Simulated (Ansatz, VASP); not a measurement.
**LiGeN: VASP beside Ansatz**

```
Li Ge N
1.0
     3.19776    0.00000    0.00000
     0.00000    3.19776    0.00000
     0.00000    0.00000    3.78715
Li Ge N
1 1 1
Direct
  0.50000 0.50000 0.00000
  0.00000 0.00000 0.50000
  0.00000 0.00000 0.00000
```

Alike in both runs: task relaxation of cell and atoms; functional PBE; k mesh 6 × 6 × 4; occupations gaussian, width 0.1 eV; no spin polarisation.

|  | VASP | Ansatz |
| --- | --- | --- |
| version | VASP 6.6.1 | Ansatz 0.2.0 |
| potentials or method | VASP PAW PBE potentials, release 64 (Li_sv, Ge_d, N), cutoff 600 eV | scalar-relativistic, plane waves, PAW |
| valence electrons in the cell | 22 | 22 |

```tsv
	VASP	Ansatz	Ansatz less VASP
gap on the k mesh at the Fermi level, each at its own relaxed structure (eV)	none	none	-
relaxed volume (Å³/atom)	12.45	12.52	+0.071
relaxed length of the cell vector where the two differ most in proportion (Å)	3.146	3.152	+0.0062
```

A gap of «none» marks a metal or a gap that the smearing closes.

The k mesh is coarse, so the values compare programs but aren't converged. Noted on VASP's run: the cutoff is under 1.25 times that of the potentials, so the pressure is a little rough.
